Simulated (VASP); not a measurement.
Here is a VASP 6.6.1 calculation.

Contents of INCAR:

```
SYSTEM = CdS
ALGO = Normal
EDIFF = 1E-6
ENCUT = 520
GGA = PS
ISIF = 2
ISMEAR = -1
LASPH = .True.
LCHARG = .False.
LREAL = .False.
LWAVE = .False.
NBANDS = 16
NELM = 80
PREC = Accurate
SIGMA = 0.05
```

The input KPOINTS:

```
k-points
0
Gamma
  8 8 8
  0 0 0
```

The input POSCAR:

```
CdS
1.0
    0.0000000000      2.6970395763      2.6970395763
    2.6970395763      0.0000000000      2.6970395763
    2.6970395763      2.6970395763      0.0000000000
Cd S
1 1
Direct
    0.0000000000      0.0000000000      0.0000000000
    0.5000000000      0.5000000000      0.5000000000
```

Potentials or basis: VASP PAW PBE potentials, release 64 (Cd, S).

Command:

```sh
$ cat potpaw_PBE.64/Cd/POTCAR potpaw_PBE.64/S/POTCAR > POTCAR
$ mpirun -np 1 vasp_std > vasp.out
```

(1) What does it give for the pressure?

Answers

(1) 0.7 GPa.

Caveat: the PAW data sets were made with another functional, which shifts forces and pressure a little.
